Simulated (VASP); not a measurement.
# MnO2: single point with PBEsol+U

Crystal: MnO2.

```
CELL_PARAMETERS angstrom
2.86772 0.00000 0.00000
-1.43386 2.48352 0.00000
0.00000 0.00000 11.14001
ATOMIC_POSITIONS crystal
Mn 0.00000 0.00000 0.50000
Mn 0.00000 0.00000 0.00000
O 0.66667 0.33333 0.41501
O 0.66667 0.33333 0.08499
O 0.33333 0.66667 0.58499
O 0.33333 0.66667 0.91501
```

```json
{
  "Program": "VASP 6.6.1",
  "Task": "single point",
  "Functional": "PBEsol",
  "Potentials or basis": "VASP PAW PBE potentials, release 64 (Mn_pv, O)",
  "Cutoff": "520 eV",
  "k mesh": "11 × 11 × 3",
  "Occupations": "fermi-dirac, width 0.05 eV",
  "Spin": "collinear spin, ferromagnetic start",
  "Starting moments": "[4.0, 4.0, 0.0, 0.0, 0.0, 0.0] μB",
  "Hubbard terms": "Mn d U = 3.0 eV",
  "Dipole correction": "no",
  "Further INCAR settings": "ALGO = Normal; EDIFF = 1e-06; NBANDS = 38"
}
```

| Item | Value |
| --- | --- |
| Pressure | 0.7 GPa |
| Largest force | 0.099 eV/Å |
| Band gap on the k mesh | 2.16 eV (least direct gap 2.28 eV) |
| Net moment | 6.00 μB per cell |
| Site moments | Mn +3.08; O -0.06 μB |
| Valence electrons inside the program's atomic spheres | Mn 11.73; O 4.98 |

Forces in eV/Å, atoms in the order of the input:
```
Mn   0.000  0.000  0.000
Mn   0.000  0.000  0.000
O    0.000  0.000 -0.099
O    0.000  0.000  0.099
O    0.000  0.000  0.099
O    0.000  0.000 -0.099
```

Levels at points of the mesh, in eV from the valence-band top:
Spin up:
```csv
k point,band 26,band 27,band 28,band 29,band 30,band 31
"(0.00, 0.00, 0.00)",-0.51,-0.32,-0.15,3.47,3.47,3.48
```
Spin down:
```
           k point  band 19  band 20  band 21  band 22  band 23  band 24  band 25  band 26
(0.00, 0.00, 0.00)    -0.62    -0.62    -0.61    -0.61     2.59     2.59     2.59     2.59
```

Eigenvalues of the final occupation matrices:
```tsv
site	spin	trace	eigenvalues
site 1 d	1	3.97	0.54 0.54 0.96 0.96 0.96
site 1 d	2	0.95	0.09 0.09 0.09 0.34 0.34
site 2 d	1	3.97	0.54 0.54 0.96 0.96 0.96
site 2 d	2	0.95	0.09 0.09 0.09 0.34 0.34
```

Run time: 4.6 min on 1 thread of Oxide Virtual Turin-like Processor, with other jobs on the host, peak memory 0.28 GiB.

Caveat: the PAW data sets were made with another functional, which shifts forces and pressure a little; the run started ferromagnetic, and an antiferromagnetic order may lie lower in energy. A k mesh can miss the band edges.
